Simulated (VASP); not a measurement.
Runs of VASP 6.6.1 on C. The structure is that of space group R-3m (No. 166), or close to it. The cells are those of the table. 

| cell | gap on the mesh (eV) | pressure (GPa) | largest force (eV/Å) |
| --- | --- | --- | --- |
| a = 2.334, b = 2.334, c = 3.740 Å, angles 107.7, 107.7, 60.0°, 2 atoms | 0.82 | 53.4 | 0.01 |
| a = 2.375, b = 2.375, c = 3.748 Å, angles 107.9, 107.9, 60.0°, 2 atoms | 0.75 | (c) | 0.01 |
| a = 2.538, b = 2.538, c = 3.782 Å, angles 109.0, 109.0, 60.0°, 2 atoms | 0.48 | -21.7 | - |
| a = 2.497, b = 2.497, c = 3.773 Å, angles 108.8, 108.8, 60.0°, 2 atoms | 0.54 | -11.0 | - |
| a = 2.456, b = 2.456, c = 3.765 Å, angles 108.5, 108.5, 60.0°, 2 atoms | 0.61 | 1.5 | - |
| a = 2.416, b = 2.416, c = 3.756 Å, angles 108.2, 108.2, 60.0°, 2 atoms | 0.68 | 16.2 | 0.01 |
| a = 2.579, b = 2.579, c = 3.790 Å, angles 109.3, 109.3, 60.0°, 2 atoms | (b) | (a) | - |

Alike in all rows: task single point; level PBEsol; potentials or basis VASP PAW PBE potentials, release 64 (C); no spin polarisation; k mesh 16 × 16 × 10; cutoff (eV) 520; smearing fermi-dirac 0.05 eV.

Task: Fill in the values left out.

Result: (a) -30.6; (b) 0.42; (c) 33.4.

Caveats: the PAW data sets were made with another functional, which shifts forces and pressure a little; this functional lacks dispersion, which binds the layers, so the pressure and a relaxed spacing across them are unreliable.

A k mesh can miss the band edges.
